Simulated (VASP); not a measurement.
# RuC4 (P-3m1) in VASP: a series of runs

RuC4 is run at these levels: PBE; tasks: relaxation of cell and atoms, single point.

Program: VASP 6.6.1. These are calculated values, not measurements. Logs are shortened: lines on timing, memory, paths and dates and some standing lists are left out, and cuts for length are marked.

### Step 1. The cell of the first run

Symmetry: P-3m1, No. 164, trigonal system. Conventional cell: a = 2.710 Å, b = 2.710 Å, c = 6.186 Å, α = 90.00°, β = 90.00°, γ = 120.00°. Within 2.7 Å of Ru (site symmetry -3m) lie 6 C at 2.07 Å. Within 2.0 Å of C (site symmetry 3m) lie 1 C at 1.47 Å. C (site symmetry 3m) has 4 C at 1.47 to 1.65 Å within 2.0 Å.

### Step 2. Relaxation of cell and atoms, PBE

INCAR

```
PREC = Accurate
ENCUT = 600
EDIFF = 1E-6
ISMEAR = 0
SIGMA = 0.1
LREAL = F
LASPH = T
NELM = 60
ALGO = Normal
ISIF = 3
LWAVE = F
LCHARG = F
GGA = PE
IBRION = 2
NSW = 90
EDIFFG = -0.04
```

KPOINTS

```
Automatic mesh
0
Gamma
  6 6 4
```

POSCAR

```
RuC4
1.0
    2.7096335326      0.0000000000      0.0000000000
   -1.3548167663      2.3466114742      0.0000000000
    0.0000000000      0.0000000000      6.1855396188
Ru C
1 4
Direct
    0.0000000000      0.0000000000      0.0000000000
    0.3333333333      0.6666666667      0.7808597941
    0.3333333333      0.6666666667      0.5435308847
    0.6666666667      0.3333333333      0.2191402059
    0.6666666667      0.3333333333      0.4564691153
```

Potentials or basis: VASP PAW PBE potentials, release 64 (Ru_pv, C).

The run is started by

```sh
$ cat potpaw_PBE.64/Ru_pv/POTCAR potpaw_PBE.64/C/POTCAR > POTCAR
$ mpirun -np 1 vasp_std > vasp.out
```

OUTCAR:

```text
PREC = Accurate
   ENCUT = 600
   EDIFF = 1E-6
   ISMEAR = 0
   LREAL = F
   LASPH = T
   NELM = 60
   ISIF = 3
   GGA = PE
   IBRION = 2
   NSW = 90
   EDIFFG = -0.04

 ion  position               nearest neighbor table
   1  0.000  0.000  0.000-   2 2.07   4 2.07   4 2.07   2 2.07   4 2.07   2 2.07
   2  0.333  0.667  0.781-   3 1.47   1 2.07   1 2.07   1 2.07
   3  0.333  0.667  0.544-   2 1.47   5 1.65   5 1.65   5 1.65
   4  0.667  0.333  0.219-   5 1.47   1 2.07   1 2.07   1 2.07
   5  0.667  0.333  0.456-   4 1.47   3 1.65   3 1.65   3 1.65

  LATTYP: Found a hexagonal cell.
 ALAT       =     2.7096335326
 C/A-ratio  =     2.2827956417

  Lattice vectors:

 A1 = (   2.7096335326,   0.0000000000,   0.0000000000)
 A2 = (  -1.3548167663,   2.3466114742,   0.0000000000)
 A3 = (   0.0000000000,   0.0000000000,   6.1855396188)

Analysis of symmetry for initial positions (statically):
=====================================================================
 Subroutine PRICEL returns:
 Original cell was already a primitive cell.

 Routine SETGRP: Setting up the symmetry group for a
 hexagonal supercell.

 Subroutine GETGRP returns: Found 12 space group operations
 (whereof 12 operations were pure point group operations)
 out of a pool of 24 trial point group operations.

The static configuration has the point symmetry D_3d.

Analysis of symmetry for dynamics (positions and initial velocities):
=====================================================================
 Subroutine PRICEL returns:
 Original cell was already a primitive cell.

 Routine SETGRP: Setting up the symmetry group for a
 hexagonal supercell.

 Subroutine GETGRP returns: Found 12 space group operations
 (whereof 12 operations were pure point group operations)
 out of a pool of 24 trial point group operations.

The dynamic configuration has the point symmetry D_3d.

 Subroutine INISYM returns: Found 12 space group operations
 (whereof 12 operations are pure point group operations),
 and found     1 'primitive' translations

----------------------------------------------------------------------------------------

                                     Primitive cell

  volume of cell :      39.3305

  direct lattice vectors                    reciprocal lattice vectors
     2.709633533  0.000000000  0.000000000     0.369053596  0.213073193  0.000000000
    -1.354816766  2.346611474  0.000000000     0.000000000  0.426146386  0.000000000
     0.000000000  0.000000000  6.185539619     0.000000000  0.000000000  0.161667383

  length of vectors
     2.709633533  2.709633533  6.185539619     0.426146386  0.426146386  0.161667383

  position of ions in fractional coordinates (direct lattice)
     0.000000000  0.000000000  0.000000000
     0.333333333  0.666666667  0.780859794
     0.333333333  0.666666667  0.543530885
     0.666666667  0.333333333  0.219140206
     0.666666667  0.333333333  0.456469115

  ion indices of the primitive-cell ions
   primitive index   ion index
                 1           1
                 2           2
                 3           3
                 4           4
                 5           5

----------------------------------------------------------------------------------------

 KPOINTS: Automatic mesh

Automatic generation of k-mesh.
 Grid dimensions read from file:
 generate k-points for:    6    6    4

 Generating k-lattice:

  Cartesian coordinates                     Fractional coordinates (reciprocal lattice)
     0.061508933  0.035512199  0.000000000     0.166666667  0.000000000  0.000000000
     0.000000000  0.071024398  0.000000000     0.000000000  0.166666667  0.000000000
     0.000000000  0.000000000  0.040416846     0.000000000  0.000000000  0.250000000

  Length of vectors
     0.071024398  0.071024398  0.040416846

  Shift w.r.t. Gamma in fractional coordinates (k-lattice)
     0.000000000  0.000000000  0.000000000

 Subroutine IBZKPT returns following result:
 ===========================================

 Found     24 irreducible k-points:

 Following reciprocal coordinates:
            Coordinates               Weight
  0.000000  0.000000  0.000000      1.000000
  0.166667  0.000000  0.000000      6.000000
  0.333333 -0.000000  0.000000      6.000000
  0.500000 -0.000000  0.000000      3.000000
  0.166667  0.166667  0.000000      6.000000
  0.333333  0.166667  0.000000     12.000000
[... 16 lines left out ...]
  0.333333  0.166667  0.500000     12.000000
  0.333333  0.333333  0.500000      2.000000
   k-points           NKPTS =     24   k-points in BZ     NKDIM =     24   number of bands    NBANDS=     19
   number of dos      NEDOS =    301   number of ions     NIONS =      5
   total plane-waves  NPLWV =  28800
   dimension x,y,z NGX =    24 NGY =   24 NGZ =   50
   dimension x,y,z NGXF=    48 NGYF=   48 NGZF=  100
   ions per type =               1   4
   NGX,Y,Z   is equivalent  to a cutoff of  14.72, 14.72, 13.44 a.u.
   NGXF,Y,Z  is equivalent  to a cutoff of  29.45, 29.45, 26.88 a.u.
 SYSTEM =  unknown system
   PREC   = accura    normal or accurate (medium, high low for compatibility)
   ISTART =      0    job   : 0-new  1-cont  2-samecut
   ICHARG =      2    charge: 1-file 2-atom 10-const
   ISPIN  =      1    spin polarized calculation?
   LNONCOLLINEAR =      F non collinear calculations
   LSORBIT =      F    spin-orbit coupling
   LASPH  =      T    aspherical Exc in radial PAW
   ENCUT  =  600.0 eV  44.10 Ry    6.64 a.u.   5.41  5.41 12.35*2*pi/ulx,y,z
   NELM   =     60;   NELMIN=  2; NELMDL= -5     # of ELM steps
   EDIFF  = 0.1E-05   stopping-criterion for ELM
   LREAL  =      F    real-space projection
   EDIFFG = -.4E-01   stopping-criterion for IOM
   NSW    =     90    number of steps for IOM
   IBRION =      2    ionic relax: 0-MD 1-quasi-New 2-CG
   NFREE  =      1    steps in history (QN), initial steepest desc. (CG)
   ISIF   =      3    stress and relaxation
   ISYM   =      2    0-nonsym 1-usesym 2-fastsym
   POTIM  = 0.5000    time-step for ionic-motion
   TEBEG  =    0.0;   TEEND  =   0.0 temperature during run
   PSTRESS=    0.0 pullay stress
   NELECT =      30.0000    total number of electrons
   NUPDOWN=      -1.0000    fix difference up-down
   EMIN   =  10.00;   EMAX   =-10.00  energy-range for DOS
   EFERMI =   0.00;   METHOD = LEGACY
   ISMEAR =     0;   SIGMA  =   0.10  broadening in eV -4-tet -1-fermi 0-gaus
   EFERMI_NEDOS =   21; number of points for ismear=-14 and -15
   IALGO  =     38    algorithm
   IMIX   =      4    mixing-type and parameters
     AMIX     =   0.40;   BMIX     =  1.00
     AMIX_MAG =   1.60;   BMIX_MAG =  1.00
  volume/ion in A,a.u.               =       7.87        53.08
  Fermi-wavevector in a.u.,A,eV,Ry     =   1.495795  2.826643 30.441720  2.237403
  Thomas-Fermi vector in A             =   2.607894
   LORBIT       =      0    0 simple, 1 ext, 2 COOP (PROOUT), +10 PAW based schemes
   GGA     = PE    functional components
   LHFCALC =     F    Hartree Fock is set to
   AEXX    =    0.0000 exact exchange contribution
   IVDW    =     0    specifies the selected vdW correction
   LEPSILON=     F    determine dielectric tensor
   LRPA    =     F    only Hartree local field effects (RPA)
 conjugate gradient relaxation of ions
 non-spin polarized calculation
 Gauss-broadening in eV      SIGMA  =   0.10
  energy-cutoff  :      600.00
  volume of cell :       39.33
 maximum number of plane-waves:      1345
 NGX is ok and might be reduce to    24
   NGX = 11   NGY = 11   NGZ = 25

--------------------------------------- Ionic step        1  -------------------------------------------

 number of electron      29.9999998 magnetization

 Free energy of the ion-electron system (eV)
  ---------------------------------------------------
  ext. energy  EPLUGINS =         0.00000000
  ---------------------------------------------------
  free energy    TOTEN  =       -42.61235665 eV

  energy without entropy =      -42.60692038  energy(sigma->0) =      -42.60963851

------------------------ aborting loop because EDIFF is reached ----------------------------------------

  FORCE on cell =-STRESS in cart. coord.  units (eV):
  Direction    XX          YY          ZZ          XY          YZ          ZX
  --------------------------------------------------------------------------------------
  -------------------------------------------------------------------------------------
  Total       -0.3278469     -0.3278469      0.4954770      0.0000000      0.0000000     -0.0000000
  in kB      -13.3552602    -13.3552602     20.1838849      0.0000000      0.0000000     -0.0000000
  external PRESSURE =      -2.1755452 kB  Pullay stress =       0.0000000 kB

 VOLUME and BASIS-vectors are now :
 -----------------------------------------------------------------------------
  energy-cutoff  :      600.00
  volume of cell :       39.33
      direct lattice vectors                 reciprocal lattice vectors
     2.709633533  0.000000000  0.000000000     0.369053596  0.213073193  0.000000000
    -1.354816766  2.346611474  0.000000000     0.000000000  0.426146386  0.000000000
     0.000000000  0.000000000  6.185539619     0.000000000  0.000000000  0.161667383
[... 118 lines left out ...]
 POSITION                                       TOTAL-FORCE (eV/Angst)
 -----------------------------------------------------------------------------------
     -0.00000      0.00000      6.20736         0.000000      0.000000      0.000000
     -0.00000      1.55845      4.84202        -0.000000      0.000000      0.066258
     -0.00000      1.55845      3.37200         0.000000     -0.000000     -0.052156
      1.34966      0.77923      1.36535         0.000000     -0.000000     -0.066258
      1.34966      0.77923      2.83536        -0.000000      0.000000      0.052156
 -----------------------------------------------------------------------------------
    total drift:                                0.000000      0.000000     -0.000000

  FREE ENERGIE OF THE ION-ELECTRON SYSTEM (eV)
  ---------------------------------------------------
  free  energy   TOTEN  =       -42.6141162317 eV

  energy  without entropy=      -42.6083861018  energy(sigma->0) =      -42.61125117

--------------------------------------- Ionic step        5  -------------------------------------------

 number of electron      29.9999997 magnetization

 Free energy of the ion-electron system (eV)
  ---------------------------------------------------
  ext. energy  EPLUGINS =         0.00000000
  ---------------------------------------------------
  free energy    TOTEN  =       -42.61438862 eV

  energy without entropy =      -42.60870770  energy(sigma->0) =      -42.61154816

 E-fermi :  10.7493     XC(G=0): -13.1518

 val. band max:       10.7472725615   @ k =   0.5000  -0.0000   0.2500
 cond. band min:      10.8269208842   @ k =   0.3333   0.1667   0.2500
 fundamental gap:      0.0796483227
 Fermi energy:        10.7493356610

 k-point     1 :       0.0000    0.0000    0.0000
  band No.  band energies     occupation
      1     -33.6164      2.00000
      2     -33.1912      2.00000
      3     -33.1912      2.00000
      4      -9.2206      2.00000
      5      -4.6261      2.00000
      6      -2.5845      2.00000
[... 11 lines left out ...]
     18      15.2523      0.00000
     19      16.0057      0.00000
[... 526 lines left out ...]
 POSITION                                       TOTAL-FORCE (eV/Angst)
 -----------------------------------------------------------------------------------
      0.00000      0.00000     -0.00000         0.000000     -0.000000      0.000000
     -0.00000      1.55991      4.84165         0.000000     -0.000000     -0.005886
     -0.00000      1.55991      3.36986         0.000000     -0.000000     -0.000734
      1.35092      0.77995      1.36270        -0.000000      0.000000      0.005886
      1.35092      0.77995      2.83450        -0.000000      0.000000      0.000734
 -----------------------------------------------------------------------------------
    total drift:                                0.000000      0.000000      0.000000

  FREE ENERGIE OF THE ION-ELECTRON SYSTEM (eV)
  ---------------------------------------------------
  free  energy   TOTEN  =       -42.6143886231 eV

  energy  without entropy=      -42.6087077029  energy(sigma->0) =      -42.61154816

 reached required accuracy - stopping structural energy minimisation
```

Run time: 35 s. Hardware: 1 thread of Intel Xeon 6975P-C (Granite Rapids), shared host; peak memory 0.18 GiB.

Results:

```yaml
Free_energy: -42.6144 eV
Relaxed_volume: 7.84 Å³/atom
Relaxed_cell: a = 2.702 Å, b = 2.702 Å, c = 6.204 Å, α = 90.00°, β = 90.00°, γ = 120.00°
Space_group_after_relaxing_to_0.05_Å: P-3m1 (No. 164)
Energy_gained_by_relaxing: 0.4 meV/atom
Ionic_steps: 5
Pressure_after_relaxing: 0.1 GPa
Largest_force_after_relaxing: 0.006 eV/Å
Band_gap_on_the_k_mesh: zero (band 15 reaches 10.95 eV, above the bottom of band 16 at 10.14 eV)
```

Forces on the atoms (eV/Å):
```
Ru   0.000  0.000  0.000
C    0.000  0.000 -0.006
C    0.000  0.000 -0.001
C    0.000  0.000  0.006
C    0.000  0.000  0.001
```

The path:
| step | energy change (eV) | largest force (eV/Å) | pressure (GPa) | volume (Å³) |
| --- | --- | --- | --- | --- |
| 1 | 0.0000 | 0.1307 | -0.22 | 39.33 |
| 2 | 0.0001 | 0.2762 | -0.66 | 39.27 |
| 3 | -0.0015 | 0.1070 | -0.45 | 39.30 |
| 4 | -0.0018 | 0.0663 | 0.43 | 39.17 |
| 5 | -0.0020 | 0.0059 | 0.06 | 39.22 |

Final structure:
```
Ru C
1.0
     2.70184    0.00000    0.00000
    -1.35092    2.33986    0.00000
     0.00000    0.00000    6.20435
Ru C
1 4
Direct
  0.00000 0.00000 0.00000
  0.33333 0.66667 0.78036
  0.33333 0.66667 0.54314
  0.66667 0.33333 0.21964
  0.66667 0.33333 0.45686
```

Levels at points of the mesh, in eV from the Fermi level:
```csv
k point,band 13,band 14,band 15,band 16,band 17,band 18
"(0.00, 0.00, 0.00)",-2.85,-2.06,-2.06,0.45,0.45,4.50
"(0.50, 0.00, 0.00)",-4.75,-3.24,0.14,0.85,1.69,3.39
"(0.00, 0.00, 0.50)",-3.61,-2.20,-2.20,2.36,2.36,2.59
"(0.50, 0.00, 0.50)",-3.94,-3.78,-0.69,0.14,1.43,3.49
```

Caveat: the k points lie up to 0.45 Å⁻¹ apart in the final cell.

[end of part 1 of 3]
